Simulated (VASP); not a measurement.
# Pt16CO in VASP: single point with RPBE

Aim: the single point of Pt16CO with RPBE.

Program: VASP 6.6.1. These are calculated values, not measurements. Logs are shortened: lines on timing, memory, paths and dates and some standing lists are left out, and cuts for length are marked.

## 1. The cell of the first run

The cell holds a slab with vacuum, 18 atoms: a = 5.549 Å, b = 5.549 Å, c = 24.797 Å, α = 90.00°, β = 90.00°, γ = 60.00°.

## 2. Single point, RPBE

INCAR reads:

```
PREC = Accurate
ENCUT = 520
EDIFF = 1E-6
ISMEAR = 0
SIGMA = 0.1
LREAL = Auto
LASPH = T
NELM = 100
ALGO = Normal
ISIF = 2
LWAVE = F
LCHARG = F
LDIPOL = T
IDIPOL = 3
DIPOL = 0.5 0.5 0.527
GGA = RP
NBANDS = 100
LUSENCCL = F
```

KPOINTS reads:

```
Automatic mesh
0
Gamma
  6 6 1
```

POSCAR reads:

```
Pt16CO
1.0
    5.5493740188      0.0000000000      0.0000000000
    2.7746870094      4.8058988753      0.0000000000
    0.0000000000      0.0000000000     24.7965673689
Pt C O
16 1 1
Direct
    0.0000000000      0.0000000000      0.3629534631
    0.5000000000      0.0000000000      0.3629534631
    0.0000000000      0.5000000000      0.3629534631
    0.5000000000      0.5000000000      0.3629534631
    0.1666666667      0.1666666667      0.4543178210
    0.6666666667      0.1666666667      0.4543178210
    0.1666666667      0.6666666667      0.4543178210
    0.6666666667      0.6666666667      0.4543178210
   -0.1650556446      0.3325278223      0.5474706602
    0.3325278223      0.3325278223      0.5474706602
   -0.1666666667      0.8333333333      0.5493160231
    0.3325278223      0.8349443554      0.5474706602
   -0.0022035732     -0.0022035732      0.6457893373
    0.5044071464     -0.0022035732      0.6457893373
   -0.0022035732      0.5044071464      0.6457893373
    0.5000000000      0.5000000000      0.6394596517
    0.1666666667      0.1666666667      0.7003079350
    0.1666666667      0.1666666667      0.7480944979
```

Potentials or basis: VASP PAW PBE potentials, release 64 (Pt, C, O).

Run with:

```bash
> cat potpaw_PBE.64/Pt/POTCAR potpaw_PBE.64/C/POTCAR potpaw_PBE.64/O/POTCAR > POTCAR
> mpirun -np 1 vasp_std > vasp.out
```

OUTCAR:

```text
PREC = Accurate
   ENCUT = 520
   EDIFF = 1E-6
   ISMEAR = 0
   LREAL = Auto
   LASPH = T
   NELM = 100
   ISIF = 2
   GGA = RP

 ion  position               nearest neighbor table
   1  0.000  0.000  0.363-   7 2.77   6 2.77   5 2.77   3 2.77   3 2.77   4 2.77   4 2.77   2 2.77
                             2 2.77
   2  0.500  0.000  0.363-   8 2.77   5 2.77   6 2.77   4 2.77   3 2.77   4 2.77   3 2.77   1 2.77
                             1 2.77
   3  0.000  0.500  0.363-   5 2.77   8 2.77   7 2.77   1 2.77   1 2.77   2 2.77   2 2.77   4 2.77
                             4 2.77
   4  0.500  0.500  0.363-   6 2.77   7 2.77   8 2.77   2 2.77   1 2.77   2 2.77   1 2.77   3 2.77
                             3 2.77
   5  0.167  0.167  0.454-   3 2.77   2 2.77   1 2.77   7 2.77   7 2.77   8 2.77   8 2.77   6 2.77
                             6 2.77  10 2.81  12 2.81   9 2.81
   6  0.667  0.167  0.454-   4 2.77   1 2.77   2 2.77   8 2.77   7 2.77   8 2.77   7 2.77   5 2.77
                             5 2.77   9 2.81  10 2.81  11 2.85
   7  0.167  0.667  0.454-   1 2.77   4 2.77   3 2.77   5 2.77   5 2.77   6 2.77   6 2.77   8 2.77
                             8 2.77  12 2.81  10 2.81  11 2.85
   8  0.667  0.667  0.454-   2 2.77   3 2.77   4 2.77   6 2.77   5 2.77   6 2.77   5 2.77   7 2.77
                             7 2.77   9 2.81  12 2.81  11 2.85
   9  0.835  0.333  0.547-  12 2.76  10 2.76  11 2.78  11 2.78  12 2.79  10 2.79  16 2.79   5 2.81
                             6 2.81   8 2.81  13 2.92  15 2.92
  10  0.333  0.333  0.547-  12 2.76   9 2.76  11 2.78  11 2.78  12 2.79   9 2.79  16 2.79   5 2.81
                             7 2.81   6 2.81  14 2.92  15 2.92
  11  0.833  0.833  0.549-   9 2.78  12 2.78  10 2.78  10 2.78   9 2.78  12 2.78   8 2.85   6 2.85
                             7 2.85  15 2.87  14 2.87  13 2.87
  12  0.333  0.835  0.547-   9 2.76  10 2.76  11 2.78  11 2.78   9 2.79  10 2.79  16 2.79   5 2.81
                             7 2.81   8 2.81  13 2.92  14 2.92
  13  0.998  0.998  0.646-  17 2.11  15 2.74  14 2.74  16 2.78  16 2.78  15 2.81  14 2.81  11 2.87
                             9 2.92  12 2.92
  14  0.504  0.998  0.646-  17 2.11  15 2.74  13 2.74  16 2.78  16 2.78  15 2.81  13 2.81  11 2.87
                            10 2.92  12 2.92
  15  0.998  0.504  0.646-  17 2.11  14 2.74  13 2.74  16 2.78  16 2.78  14 2.81  13 2.81  11 2.87
                             9 2.92  10 2.92
  16  0.500  0.500  0.639-  13 2.78  14 2.78  14 2.78  13 2.78  15 2.78  15 2.78  12 2.79  10 2.79
                             9 2.79
  17  0.167  0.167  0.700-  18 1.18  15 2.11  14 2.11  13 2.11
  18  0.167  0.167  0.748-  17 1.18

  LATTYP: Found a hexagonal cell.
 ALAT       =     5.5493740187
 C/A-ratio  =     4.4683539594

  Lattice vectors:

 A1 = (  -2.7746870094,  -4.8058988753,   0.0000000000)
 A2 = (   5.5493740188,   0.0000000000,   0.0000000000)
 A3 = (   0.0000000000,   0.0000000000,  24.7965673689)

Analysis of symmetry for initial positions (statically):
=====================================================================
 Subroutine PRICEL returns:
 Original cell was already a primitive cell.

 Routine SETGRP: Setting up the symmetry group for a
 hexagonal supercell.

 Subroutine GETGRP returns: Found  6 space group operations
 (whereof  2 operations were pure point group operations)
 out of a pool of 24 trial point group operations.

The static configuration has the point symmetry C_1h.
 The point group associated with its full space group is C_3v.

Analysis of symmetry for dynamics (positions and initial velocities):
=====================================================================
 Subroutine PRICEL returns:
 Original cell was already a primitive cell.

 Routine SETGRP: Setting up the symmetry group for a
 hexagonal supercell.

 Subroutine GETGRP returns: Found  6 space group operations
 (whereof  2 operations were pure point group operations)
 out of a pool of 24 trial point group operations.

The dynamic configuration has the point symmetry C_1h.
 The point group associated with its full space group is C_3v.

 Subroutine INISYM returns: Found  6 space group operations
 (whereof  2 operations are pure point group operations),
 and found     1 'primitive' translations

----------------------------------------------------------------------------------------

                                     Primitive cell

  volume of cell :     661.3178

  direct lattice vectors                    reciprocal lattice vectors
     5.549374019  0.000000000  0.000000000     0.180200505 -0.104038810  0.000000000
     2.774687009  4.805898875  0.000000000     0.000000000  0.208077620  0.000000000
     0.000000000  0.000000000 24.796567369     0.000000000  0.000000000  0.040328163

  length of vectors
     5.549374019  5.549374019 24.796567369     0.208077620  0.208077620  0.040328163

  position of ions in fractional coordinates (direct lattice)
     0.000000000  0.000000000  0.362953463
     0.500000000  0.000000000  0.362953463
     0.000000000  0.500000000  0.362953463
     0.500000000  0.500000000  0.362953463
     0.166666667  0.166666667  0.454317821
     0.666666667  0.166666667  0.454317821
[... 10 lines left out ...]
     0.166666667  0.166666667  0.700307935
     0.166666667  0.166666667  0.748094498

  ion indices of the primitive-cell ions
   primitive index   ion index
                 1           1
                 2           2
                 3           3
                 4           4
                 5           5
                 6           6
[... 10 lines left out ...]
                17          17
                18          18

----------------------------------------------------------------------------------------

 KPOINTS: Automatic mesh

Automatic generation of k-mesh.
 Grid dimensions read from file:
 generate k-points for:    6    6    1

 Generating k-lattice:

  Cartesian coordinates                     Fractional coordinates (reciprocal lattice)
     0.030033417 -0.017339802  0.000000000     0.166666667  0.000000000  0.000000000
     0.000000000  0.034679603  0.000000000     0.000000000  0.166666667  0.000000000
     0.000000000  0.000000000  0.040328163     0.000000000  0.000000000  1.000000000

  Length of vectors
     0.034679603  0.034679603  0.040328163

  Shift w.r.t. Gamma in fractional coordinates (k-lattice)
     0.000000000  0.000000000  0.000000000

 Subroutine IBZKPT returns following result:
 ===========================================

 Found      7 irreducible k-points:

 Following reciprocal coordinates:
            Coordinates               Weight
  0.000000  0.000000  0.000000      1.000000
  0.166667  0.000000  0.000000      6.000000
  0.333333  0.000000  0.000000      6.000000
  0.500000  0.000000  0.000000      3.000000
  0.333333  0.166667  0.000000      6.000000
  0.500000  0.166667  0.000000     12.000000
 -0.333333  0.333333  0.000000      2.000000
   k-points           NKPTS =      7   k-points in BZ     NKDIM =      7   number of bands    NBANDS=    100
   number of dos      NEDOS =    301   number of ions     NIONS =     18
   total plane-waves  NPLWV = 338688
   dimension x,y,z NGX =    42 NGY =   42 NGZ =  192
   dimension x,y,z NGXF=    84 NGYF=   84 NGZF=  384
   ions per type =              16   1   1
   NGX,Y,Z   is equivalent  to a cutoff of  12.58, 12.58, 12.87 a.u.
   NGXF,Y,Z  is equivalent  to a cutoff of  25.16, 25.16, 25.74 a.u.
 SYSTEM =  unknown system
   PREC   = accura    normal or accurate (medium, high low for compatibility)
   ISTART =      0    job   : 0-new  1-cont  2-samecut
   ICHARG =      2    charge: 1-file 2-atom 10-const
   ISPIN  =      1    spin polarized calculation?
   LNONCOLLINEAR =      F non collinear calculations
   LSORBIT =      F    spin-orbit coupling
   LASPH  =      T    aspherical Exc in radial PAW
   ENCUT  =  520.0 eV  38.22 Ry    6.18 a.u.  10.32 10.32 46.11*2*pi/ulx,y,z
   NELM   =    100;   NELMIN=  2; NELMDL= -5     # of ELM steps
   EDIFF  = 0.1E-05   stopping-criterion for ELM
   LREAL  =      T    real-space projection
   EDIFFG = 0.1E-04   stopping-criterion for IOM
   NSW    =      0    number of steps for IOM
   IBRION =     -1    ionic relax: 0-MD 1-quasi-New 2-CG
   NFREE  =      0    steps in history (QN), initial steepest desc. (CG)
   ISIF   =      2    stress and relaxation
   ISYM   =      2    0-nonsym 1-usesym 2-fastsym
   POTIM  = 0.5000    time-step for ionic-motion
   TEBEG  =    0.0;   TEEND  =   0.0 temperature during run
   PSTRESS=    0.0 pullay stress
   NELECT =     170.0000    total number of electrons
   NUPDOWN=      -1.0000    fix difference up-down
   EMIN   =  10.00;   EMAX   =-10.00  energy-range for DOS
   EFERMI =   0.00;   METHOD = LEGACY
   ISMEAR =     0;   SIGMA  =   0.10  broadening in eV -4-tet -1-fermi 0-gaus
   EFERMI_NEDOS =   21; number of points for ismear=-14 and -15
   IALGO  =     38    algorithm
   IMIX   =      4    mixing-type and parameters
     AMIX     =   0.40;   BMIX     =  1.00
     AMIX_MAG =   1.60;   BMIX_MAG =  1.00
  volume/ion in A,a.u.               =      36.74       247.93
  Fermi-wavevector in a.u.,A,eV,Ry     =   1.040929  1.967070 14.742362  1.083533
  Thomas-Fermi vector in A             =   2.175527
   LORBIT       =      0    0 simple, 1 ext, 2 COOP (PROOUT), +10 PAW based schemes
   GGA     = RP    functional components
   LHFCALC =     F    Hartree Fock is set to
   AEXX    =    0.0000 exact exchange contribution
   IVDW    =     0    specifies the selected vdW correction
   LEPSILON=     F    determine dielectric tensor
   LRPA    =     F    only Hartree local field effects (RPA)
 non-spin polarized calculation
 Gauss-broadening in eV      SIGMA  =   0.10
  energy-cutoff  :      520.00
  volume of cell :      661.32
 maximum number of plane-waves:     17895
 NGX is ok and might be reduce to    42
   NGX = 21   NGY = 21   NGZ = 93

 dipolmoment           0.000000      0.000000     -0.078152 electrons x Angstroem

 number of electron     170.0000007 magnetization

 dipolmoment           0.000000      0.000000      0.137552 electrons x Angstroem

 Free energy of the ion-electron system (eV)
  ---------------------------------------------------
  ext. energy  EPLUGINS =         0.00000000
  ---------------------------------------------------
  free energy    TOTEN  =       -99.19823428 eV

  energy without entropy =      -99.05967295  energy(sigma->0) =      -99.12895362

 E-fermi :   0.5650     XC(G=0):  -5.9693

 val. band max:        0.5555516660   @ k =   0.5000   0.0000   0.0000
 cond. band min:       0.5734097438   @ k =   0.5000   0.1667   0.0000
 fundamental gap:      0.0178580779
 Fermi energy:         0.5649517608

 k-point     1 :       0.0000    0.0000    0.0000
  band No.  band energies     occupation
      1     -21.8430      2.00000
      2     -10.2611      2.00000
      3      -8.7196      2.00000
      4      -7.3904      2.00000
      5      -6.4678      2.00000
      6      -6.3951      2.00000
[... 89 lines left out ...]
     96       3.2625      0.00000
     97       3.2625      0.00000

 k-point     2 :       0.1667    0.0000    0.0000
  band No.  band energies     occupation
      1     -21.8428      2.00000
      2     -10.1750      2.00000
      3      -8.4888      2.00000
      4      -7.1810      2.00000
      5      -6.3436      2.00000
      6      -6.1909      2.00000
[... 489 lines left out ...]
     96       3.6707      0.00000
     97       3.9586      0.00000

 k-point     7 :      -0.3333    0.3333    0.0000
  band No.  band energies     occupation
      1     -21.8421      2.00000
      2      -9.8579      2.00000
      3      -6.5346      2.00000
      4      -6.4059      2.00000
      5      -6.3977      2.00000
      6      -6.0284      2.00000
[... 89 lines left out ...]
     96       3.2233      0.00000
     97       4.2044      0.00000
 [bands above 97 left out]

------------------------ aborting loop because EDIFF is reached ----------------------------------------

 vacuum level on the upper side and lower side of the slab       (xc-potential included)         0.391        -0.599

  FORCE on cell =-STRESS in cart. coord.  units (eV):
  Direction    XX          YY          ZZ          XY          YZ          ZX
  --------------------------------------------------------------------------------------
  -------------------------------------------------------------------------------------
  Total       -1.0089949     -1.0089949      9.8871964      0.0000000      0.0000000      0.0000000
  in kB       -2.4444962     -2.4444962     23.9537523      0.0000000      0.0000000      0.0000000
  external PRESSURE =       6.3549200 kB  Pullay stress =       0.0000000 kB

 VOLUME and BASIS-vectors are now :
 -----------------------------------------------------------------------------
  energy-cutoff  :      520.00
  volume of cell :      661.32
      direct lattice vectors                 reciprocal lattice vectors
     5.549374019  0.000000000  0.000000000     0.180200505 -0.104038810  0.000000000
     2.774687009  4.805898875  0.000000000     0.000000000  0.208077620  0.000000000
     0.000000000  0.000000000 24.796567369     0.000000000  0.000000000  0.040328163

 POSITION                                       TOTAL-FORCE (eV/Angst)
 -----------------------------------------------------------------------------------
      0.00000      0.00000      9.00000         0.023089      0.013331     -0.591920
      2.77469      0.00000      9.00000        -0.023089      0.013331     -0.591920
      1.38734      2.40295      9.00000        -0.000000     -0.026661     -0.591920
      4.16203      2.40295      9.00000        -0.000000     -0.000000     -0.687772
      1.38734      0.80098     11.26552        -0.000000      0.000000      0.525679
      4.16203      0.80098     11.26552        -0.000000     -0.031676      0.446013
[... 10 lines left out ...]
      1.38734      0.80098     17.36523        -0.000000      0.000000     -0.813245
      1.38734      0.80098     18.55018        -0.000000     -0.000000      1.120489
 -----------------------------------------------------------------------------------
    total drift:                                0.000001      0.000000      0.015395

  FREE ENERGIE OF THE ION-ELECTRON SYSTEM (eV)
  ---------------------------------------------------
  free  energy   TOTEN  =       -99.1982342786 eV

  energy  without entropy=      -99.0596729526  energy(sigma->0) =      -99.12895362

 vacuum level on the upper side and lower side of the slab         6.912         5.945
```

Wall time 93 s (1 × NVIDIA H100 80GB with 1 thread of AMD EPYC 7R13 (Zen 3), shared host); peak memory 1.7 GiB.

What came out:

```yaml
Free_energy: -99.1982 eV
Largest_force: 1.120 eV/Å
Band_gap_on_the_k_mesh: zero (bands 85 and 86 overlap by 0.77 eV)
```

Forces in eV/Å, atoms in the order of the input:
```
Pt   0.023  0.013 -0.592
Pt  -0.023  0.013 -0.592
Pt   0.000 -0.027 -0.592
Pt   0.000  0.000 -0.688
Pt   0.000  0.000  0.526
Pt   0.000 -0.032  0.446
Pt  -0.027  0.016  0.446
Pt   0.027  0.016  0.446
Pt  -0.003  0.002  0.000
Pt   0.003  0.002  0.000
Pt   0.000  0.000  0.012
Pt   0.000 -0.004  0.000
Pt  -0.039 -0.023  0.050
Pt   0.039 -0.023  0.050
Pt   0.000  0.045  0.050
Pt   0.000  0.000  0.133
C    0.000  0.000 -0.813
O    0.000  0.000  1.120
```

Levels at points of the mesh, in eV from the Fermi level:
| k point | band 83 | band 84 | band 85 | band 86 | band 87 | band 88 | band 89 | band 90 |
| --- | --- | --- | --- | --- | --- | --- | --- | --- |
| (0.00, 0.00, 0.00) | 0.33 | 0.40 | 0.42 | 0.42 | 0.59 | 0.60 | 0.60 | 0.81 |
| (0.50, 0.00, 0.00) | -0.17 | -0.05 | -0.03 | -0.01 | 0.04 | 0.14 | 0.29 | 0.31 |

Caveat: the PAW data sets were made with another functional, which shifts forces and pressure a little; spin-orbit coupling is left out, which moves the levels of the heavy elements.
